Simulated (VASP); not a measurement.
# TiB6 (Im-3m) in VASP: further runs, part 2 of 3

VASP 6.6.1.

### Step 3. Single point, PBE

This run uses another cell than the first one, of 14.88 Å³/atom, 1.290 times its volume.

File INCAR:

```
PREC = Accurate
ENCUT = 520
EDIFF = 1E-6
ISMEAR = 0
SIGMA = 0.1
LREAL = False
LASPH = True
NELM = 100
ALGO = Normal
ISIF = 2
LWAVE = False
LCHARG = True
GGA = PE
LELF = True
LVHAR = True
NBANDS = 24
```

File KPOINTS:

```
Automatic mesh
0
Gamma
  4 4 4
```

File POSCAR:

```
TiB6
1.0
   -2.9641086614      2.9641086614      2.9641086614
    2.9641086614     -2.9641086614      2.9641086614
    2.9641086614      2.9641086614     -2.9641086614
Ti B
1 6
Direct
    0.0000000000      0.0000000000      0.0000000000
    0.6363773736      0.6363773736      0.0000000000
    0.3636226264      0.3636226264      0.0000000000
    0.0000000000      0.3636226264      0.3636226264
    0.0000000000      0.6363773736      0.6363773736
    0.6363773736      0.0000000000      0.6363773736
    0.3636226264      0.0000000000      0.3636226264
```

Potentials or basis: VASP PAW PBE potentials, release 64 (Ti_sv, B).

Command:

```sh
cat potpaw_PBE.64/Ti_sv/POTCAR potpaw_PBE.64/B/POTCAR > POTCAR
mpirun -np 1 vasp_std > vasp.out
```

OUTCAR:

```text
PREC = Accurate
   ENCUT = 520
   EDIFF = 1E-6
   ISMEAR = 0
   LREAL = False
   LASPH = True
   NELM = 100
   ISIF = 2
   GGA = PE

 ion  position               nearest neighbor table
   1  0.000  0.000  0.000-   2 2.16   3 2.16   4 2.16   5 2.16   6 2.16   7 2.16
   2  0.636  0.636  0.000-   3 1.62   1 2.16
   3  0.364  0.364  0.000-   2 1.62   1 2.16
   4  0.000  0.364  0.364-   5 1.62   1 2.16
   5  0.000  0.636  0.636-   4 1.62   1 2.16
   6  0.636  0.000  0.636-   7 1.62   1 2.16
   7  0.364  0.000  0.364-   6 1.62   1 2.16

  LATTYP: Found a body centered cubic cell.
 ALAT       =     5.9282173228

  Lattice vectors:

 A1 = (  -2.9641086614,   2.9641086614,   2.9641086614)
 A2 = (   2.9641086614,  -2.9641086614,   2.9641086614)
 A3 = (   2.9641086614,   2.9641086614,  -2.9641086614)

Analysis of symmetry for initial positions (statically):
=====================================================================
 Subroutine PRICEL returns:
 Original cell was already a primitive cell.

 Routine SETGRP: Setting up the symmetry group for a
 body centered cubic supercell.

 Subroutine GETGRP returns: Found 48 space group operations
 (whereof 48 operations were pure point group operations)
 out of a pool of 48 trial point group operations.

The static configuration has the point symmetry O_h .

Analysis of symmetry for dynamics (positions and initial velocities):
=====================================================================
 Subroutine PRICEL returns:
 Original cell was already a primitive cell.

 Routine SETGRP: Setting up the symmetry group for a
 body centered cubic supercell.

 Subroutine GETGRP returns: Found 48 space group operations
 (whereof 48 operations were pure point group operations)
[... 115 lines left out ...]
     AMIX_MAG =   1.60;   BMIX_MAG =  1.00
  volume/ion in A,a.u.               =      14.88       100.42
  Fermi-wavevector in a.u.,A,eV,Ry     =   1.081105  2.042992 15.902321  1.168788
  Thomas-Fermi vector in A             =   2.217113
   LORBIT       =      0    0 simple, 1 ext, 2 COOP (PROOUT), +10 PAW based schemes
   GGA     = PE    functional components
   LHFCALC =     F    Hartree Fock is set to
   AEXX    =    0.0000 exact exchange contribution
   IVDW    =     0    specifies the selected vdW correction
   LEPSILON=     F    determine dielectric tensor
   LRPA    =     F    only Hartree local field effects (RPA)
 non-spin polarized calculation
 Gauss-broadening in eV      SIGMA  =   0.10
  energy-cutoff  :      520.00
  volume of cell :      104.17
 maximum number of plane-waves:      2816
 NGX is ok and might be reduce to    40
   NGX = 19   NGY = 19   NGZ = 19

 number of electron      29.9999998 magnetization

 Free energy of the ion-electron system (eV)
  ---------------------------------------------------
  ext. energy  EPLUGINS =         0.00000000
  ---------------------------------------------------
  free energy    TOTEN  =       -34.32528251 eV

  energy without entropy =      -34.31029713  energy(sigma->0) =      -34.31778982

 E-fermi :   1.5808     XC(G=0):  -9.3702

 val. band max:        1.5272335251   @ k =   0.0000   0.0000   0.0000
 cond. band min:       1.6163438824   @ k =   0.5000   0.5000   0.2500
 fundamental gap:      0.0891103573
 Fermi energy:         1.5807524825

 k-point     1 :       0.0000    0.0000    0.0000
  band No.  band energies     occupation
      1     -53.9383      2.00000
      2     -30.2330      2.00000
      3     -30.2330      2.00000
      4     -30.2330      2.00000
      5      -7.7458      2.00000
      6      -4.6487      2.00000
[... 205 lines left out ...]
     23       7.7230      0.00000
     24       7.7230      0.00000

------------------------ aborting loop because EDIFF is reached ----------------------------------------

  FORCE on cell =-STRESS in cart. coord.  units (eV):
  Direction    XX          YY          ZZ          XY          YZ          ZX
  --------------------------------------------------------------------------------------
  -------------------------------------------------------------------------------------
  Total        0.1076392      0.1076392      0.1076392     -0.0000000      0.0000000     -0.0000000
  in kB        1.6555365      1.6555365      1.6555365     -0.0000000      0.0000000     -0.0000000
  external PRESSURE =       1.6555365 kB  Pullay stress =       0.0000000 kB

 VOLUME and BASIS-vectors are now :
 -----------------------------------------------------------------------------
  energy-cutoff  :      520.00
  volume of cell :      104.17
      direct lattice vectors                 reciprocal lattice vectors
    -2.964108661  2.964108661  2.964108661     0.000000000  0.168684774  0.168684774
     2.964108661 -2.964108661  2.964108661     0.168684774  0.000000000  0.168684774
     2.964108661  2.964108661 -2.964108661     0.168684774  0.168684774  0.000000000

 POSITION                                       TOTAL-FORCE (eV/Angst)
 -----------------------------------------------------------------------------------
      0.00000      0.00000      0.00000         0.000000      0.000000      0.000000
      0.00000      0.00000      3.77258         0.000000      0.000000      0.027816
      0.00000      0.00000      2.15563         0.000000      0.000000     -0.027816
      2.15563      0.00000      0.00000        -0.027816      0.000000      0.000000
      3.77258      0.00000      0.00000         0.027816      0.000000      0.000000
      0.00000      3.77258      0.00000         0.000000      0.027816      0.000000
      0.00000      2.15563      0.00000         0.000000     -0.027816      0.000000
 -----------------------------------------------------------------------------------
    total drift:                               -0.000000      0.000000      0.000000

  FREE ENERGIE OF THE ION-ELECTRON SYSTEM (eV)
  ---------------------------------------------------
  free  energy   TOTEN  =       -34.3252825149 eV

  energy  without entropy=      -34.3102971346  energy(sigma->0) =      -34.31778982
```

OSZICAR:

```text
N       E                     dE             d eps       ncg     rms          rms(c)
DAV:   1     0.192032310029E+03    0.19203E+03   -0.13427E+04   384   0.117E+03
DAV:   2    -0.183393356409E+02   -0.21037E+03   -0.19837E+03   440   0.288E+02
DAV:   3    -0.363412138713E+02   -0.18002E+02   -0.16958E+02   640   0.769E+01
DAV:   4    -0.370117143510E+02   -0.67050E+00   -0.66938E+00   464   0.146E+01
DAV:   5    -0.370422917852E+02   -0.30577E-01   -0.30574E-01   600   0.261E+00    0.154E+01
DAV:   6    -0.349206240674E+02    0.21217E+01   -0.13939E+01   544   0.279E+01    0.702E+00
DAV:   7    -0.345102971592E+02    0.41033E+00   -0.39547E+00   552   0.146E+01    0.511E+00
DAV:   8    -0.343348113276E+02    0.17549E+00   -0.12888E+00   488   0.827E+00    0.122E+00
DAV:   9    -0.343257314254E+02    0.90799E-02   -0.19350E-01   496   0.342E+00    0.407E-01
DAV:  10    -0.343259495670E+02   -0.21814E-03   -0.61706E-03   448   0.598E-01    0.208E-01
DAV:  11    -0.343252943946E+02    0.65517E-03   -0.69074E-03   568   0.564E-01    0.905E-02
DAV:  12    -0.343252833254E+02    0.11069E-04   -0.42135E-04   480   0.169E-01    0.175E-02
DAV:  13    -0.343252847008E+02   -0.13755E-05   -0.13530E-05   496   0.303E-02    0.179E-02
DAV:  14    -0.343252825884E+02    0.21125E-05   -0.80209E-06   488   0.240E-02    0.310E-03
DAV:  15    -0.343252825149E+02    0.73441E-07   -0.13553E-06   376   0.788E-03
   1 F= -.34325283E+02 E0= -.34317790E+02  d E =-.149854E-01
```

Wall time 29 s (1 thread of Intel Xeon Platinum 8259CL at 2.50GHz (Skylake/Cascade Lake), shared host); peak memory 0.24 GiB.

What came out:

```
Free energy            : -34.3253 eV
Pressure               : 0.2 GPa
Largest force          : 0.028 eV/Å
Band gap on the k mesh : zero (band 15 reaches 2.12 eV, above the bottom of band 16 at 0.43 eV)
```

Forces in eV/Å, atoms in the order of the input:
```
Ti   0.000  0.000  0.000
B    0.000  0.000  0.028
B    0.000  0.000 -0.028
B   -0.028  0.000  0.000
B    0.028  0.000  0.000
B    0.000  0.028  0.000
B    0.000 -0.028  0.000
```

Caveat: the k points lie up to 0.37 Å⁻¹ apart.

### Step 4. Relaxation of cell and atoms, PBE

File INCAR:

```
SYSTEM = TiB6
  PREC = Accurate
  ENCUT = 600
  EDIFF = 1E-6
  ISMEAR = 0
  SIGMA = 0.1
  LREAL = .FALSE.
  LASPH = .TRUE.
  NELM = 80
  ALGO = Normal
  ISIF = 3
  LWAVE = .FALSE.
  LCHARG = .FALSE.
  GGA = PE
  IBRION = 2
  NSW = 90
  EDIFFG = -0.04
```

File KPOINTS:

```
Automatic mesh
0
G
  4 4 4
  0 0 0
```

File POSCAR:

```
TiB6
1.0
   -2.7231130800      2.7231130800      2.7231130800
    2.7231130800     -2.7231130800      2.7231130800
    2.7231130800      2.7231130800     -2.7231130800
Ti B
1 6
Direct
    0.0000000000      0.0000000000      0.0000000000
    0.7106712500      0.7106712500      0.0000000000
    0.2893287500      0.2893287500      0.0000000000
    0.0000000000      0.2893287500      0.2893287500
    0.0000000000      0.7106712500      0.7106712500
    0.7106712500      0.0000000000      0.7106712500
    0.2893287500      0.0000000000      0.2893287500
```

Command:

```sh
cat potpaw_PBE.64/Ti_sv/POTCAR potpaw_PBE.64/B/POTCAR > POTCAR
mpirun -np 1 vasp_std > vasp.out
```

Wall time 3.5 min (1 thread of Intel Xeon Platinum 8259CL at 2.50GHz (Skylake/Cascade Lake), shared host); peak memory 0.25 GiB.

It converged, with:

```yaml
Free_energy: -34.3203 eV
Relaxed_volume: 14.91 Å³/atom
Relaxed_cell: a = 5.137 Å, b = 5.137 Å, c = 5.137 Å, α = 109.47°, β = 109.47°, γ = 109.47°
Space_group_after_relaxing_to_0.05_Å: Im-3m (No. 229)
Energy_gained_by_relaxing: 2154.2 meV/atom
Ionic_steps: 11
Pressure_after_relaxing: 0.0 GPa
```

The path:
| step | energy change (eV) | largest force (eV/Å) | pressure (GPa) | volume (Å³) |
| --- | --- | --- | --- | --- |
| 1 | 0.0000 | 10.3878 | 48.81 | 80.77 |
| 2 | -13.0003 | 4.4867 | -5.89 | 129.23 |
| 3 | -14.7240 | 1.4601 | -6.84 | 113.83 |
| 4 | -14.7663 | 0.9676 | -7.27 | 115.43 |
| 5 | -14.7683 | 0.7153 | -7.45 | 116.21 |
| 6 | -14.8297 | 2.2035 | 1.42 | 105.90 |
| 7 | -14.9787 | 0.6788 | -3.10 | 110.29 |
| 8 | -15.0790 | 0.0514 | -0.20 | 104.57 |
| 9 | -15.0790 | 0.0534 | -0.21 | 104.55 |
| 10 | -15.0790 | 0.0537 | 0.19 | 104.16 |
| 11 | -15.0793 | 0.0001 | 0.01 | 104.36 |

Final structure:
```
Ti B
1.0
    -2.96589    2.96589    2.96589
     2.96589   -2.96589    2.96589
     2.96589    2.96589   -2.96589
Ti B
1 6
Direct
  0.00000 0.00000 0.00000
  0.63644 0.63644 0.00000
  0.36356 0.36356 0.00000
  0.00000 0.36356 0.36356
  0.00000 0.63644 0.63644
  0.63644 0.00000 0.63644
  0.36356 0.00000 0.36356
```

Levels at points of the mesh, in eV from the Fermi level:
```tsv
k point	band 13	band 14	band 15	band 16	band 17	band 18
(0.00, 0.00, 0.00)	-1.25	-1.25	-1.15	-1.15	-0.05	-0.05
(0.50, 0.00, 0.00)	-1.08	-0.80	-0.07	0.88	0.91	1.36
(0.50, 0.50, 0.50)	-1.12	0.54	0.54	0.54	0.85	0.85
```

Caveat: the k points lie up to 0.37 Å⁻¹ apart in the final cell; the volume moved by over 15 % at a fixed basis, so the end points are rough; the bands computed are all filled at some k points, so no gap is given.

### Step 5. Single point, PBE, collinear spin, ferromagnetic start

This run uses another cell than the first one, of 14.88 Å³/atom, 1.290 times its volume.

File INCAR:

```
  PREC = Accurate
  ENCUT = 520
  EDIFF = 1E-6
  ISMEAR = 0
  SIGMA = 0.1
  LREAL = False
  LASPH = True
  NELM = 150
  ALGO = Normal
  ISIF = 2
  LWAVE = False
  LCHARG = False
  ISPIN = 2
  MAGMOM = 1 0 0 0 0 0 0
  LORBIT = 11
  LMAXMIX = 4
  GGA = PE
  NBANDS = 28
```

File KPOINTS:

```
Automatic mesh
0
Gamma
  4 4 4
```

File POSCAR:

```
TiB6
1.0
   -2.9641086614      2.9641086614      2.9641086614
    2.9641086614     -2.9641086614      2.9641086614
    2.9641086614      2.9641086614     -2.9641086614
Ti B
1 6
Direct
    0.0000000000      0.0000000000      0.0000000000
    0.6363773736      0.6363773736      0.0000000000
    0.3636226264      0.3636226264      0.0000000000
    0.0000000000      0.3636226264      0.3636226264
    0.0000000000      0.6363773736      0.6363773736
    0.6363773736      0.0000000000      0.6363773736
    0.3636226264      0.0000000000      0.3636226264
```

Potentials or basis: VASP PAW PBE potentials, release 64 (Ti_sv, B).

Command:

```sh
cat potpaw_PBE.64/Ti_sv/POTCAR potpaw_PBE.64/B/POTCAR > POTCAR
mpirun -np 1 vasp_std > vasp.out
```

OUTCAR:

```text
PREC = Accurate
   ENCUT = 520
   EDIFF = 1E-6
   ISMEAR = 0
   LREAL = False
   LASPH = True
   NELM = 150
   ISIF = 2
   ISPIN = 2
   LORBIT = 11
   GGA = PE

 ion  position               nearest neighbor table
   1  0.000  0.000  0.000-   2 2.16   3 2.16   4 2.16   5 2.16   6 2.16   7 2.16
   2  0.636  0.636  0.000-   3 1.62   1 2.16
   3  0.364  0.364  0.000-   2 1.62   1 2.16
   4  0.000  0.364  0.364-   5 1.62   1 2.16
   5  0.000  0.636  0.636-   4 1.62   1 2.16
   6  0.636  0.000  0.636-   7 1.62   1 2.16
   7  0.364  0.000  0.364-   6 1.62   1 2.16

  LATTYP: Found a body centered cubic cell.
 ALAT       =     5.9282173228

  Lattice vectors:

 A1 = (  -2.9641086614,   2.9641086614,   2.9641086614)
 A2 = (   2.9641086614,  -2.9641086614,   2.9641086614)
 A3 = (   2.9641086614,   2.9641086614,  -2.9641086614)

Analysis of symmetry for initial positions (statically):
=====================================================================
 Subroutine PRICEL returns:
 Original cell was already a primitive cell.

 Routine SETGRP: Setting up the symmetry group for a
 body centered cubic supercell.
[... 677 lines left out ...]
  in kB        1.6313684      1.6313684      1.6313684      0.0000000      0.0000000     -0.0000000
  external PRESSURE =       1.6313684 kB  Pullay stress =       0.0000000 kB

 VOLUME and BASIS-vectors are now :
 -----------------------------------------------------------------------------
  energy-cutoff  :      520.00
  volume of cell :      104.17
      direct lattice vectors                 reciprocal lattice vectors
    -2.964108661  2.964108661  2.964108661     0.000000000  0.168684774  0.168684774
     2.964108661 -2.964108661  2.964108661     0.168684774  0.000000000  0.168684774
     2.964108661  2.964108661 -2.964108661     0.168684774  0.168684774  0.000000000

 POSITION                                       TOTAL-FORCE (eV/Angst)
 -----------------------------------------------------------------------------------
      0.00000      0.00000      0.00000         0.000000     -0.000000     -0.000000
      0.00000      0.00000      3.77258         0.000000     -0.000000      0.028459
      0.00000      0.00000      2.15563         0.000000     -0.000000     -0.028459
      2.15563      0.00000      0.00000        -0.028459     -0.000000     -0.000000
      3.77258      0.00000      0.00000         0.028459     -0.000000     -0.000000
      0.00000      3.77258      0.00000         0.000000      0.028459     -0.000000
      0.00000      2.15563      0.00000         0.000000     -0.028459     -0.000000
 -----------------------------------------------------------------------------------
    total drift:                               -0.000000      0.000000      0.000000

  FREE ENERGIE OF THE ION-ELECTRON SYSTEM (eV)
  ---------------------------------------------------
  free  energy   TOTEN  =       -34.3252826211 eV

  energy  without entropy=      -34.3102964195  energy(sigma->0) =      -34.31778952

 total charge

# of ion       s       p       d       tot
------------------------------------------
    1        2.271   6.302   1.936  10.509
    2        0.816   0.862   0.000   1.678
    3        0.816   0.862   0.000   1.678
    4        0.816   0.862   0.000   1.678
    5        0.816   0.862   0.000   1.678
    6        0.816   0.862   0.000   1.678
    7        0.816   0.862   0.000   1.678
--------------------------------------------------
tot          7.167  11.472   1.936  20.575

 magnetization (x)

# of ion       s       p       d       tot
------------------------------------------
    1       -0.000  -0.000  -0.000  -0.000
    2       -0.000  -0.000   0.000  -0.000
    3       -0.000  -0.000   0.000  -0.000
    4       -0.000  -0.000   0.000  -0.000
    5       -0.000  -0.000   0.000  -0.000
    6       -0.000  -0.000   0.000  -0.000
    7       -0.000  -0.000   0.000  -0.000
--------------------------------------------------
tot         -0.000  -0.000  -0.000  -0.000
```

stdout:

```text
POSCAR found type information on POSCAR TiB
 POSCAR found :  2 types and       7 ions
 scaLAPACK will be used
 LDA part: xc-table for (Slater+PW92), standard interpolation
 POSCAR, INCAR and KPOINTS ok, starting setup
 FFT: planning ... GRIDC
 FFT: planning ... GRID_SOFT
 FFT: planning ... GRID
 WAVECAR not read
 entering main loop
```

It took 54 s on 1 thread of Intel Xeon Platinum 8259CL at 2.50GHz (Skylake/Cascade Lake), shared host; peak memory 0.28 GiB.

What came out:

```
Free energy                                           : -34.3253 eV
Pressure                                              : 0.2 GPa
Largest force                                         : 0.028 eV/Å
Band gap on the k mesh                                : zero (filled and empty bands overlap)
Net moment                                            : 0.00 μB per cell
Valence electrons inside the program's atomic spheres : Ti 10.51; B 1.68
```

Forces on the atoms (eV/Å):
```
Ti   0.000  0.000  0.000
B    0.000  0.000  0.028
B    0.000  0.000 -0.028
B   -0.028  0.000  0.000
B    0.028  0.000  0.000
B    0.000  0.028  0.000
B    0.000 -0.028  0.000
```

Caveat: the k points lie up to 0.37 Å⁻¹ apart.

(Continued in part 3 of 3.)
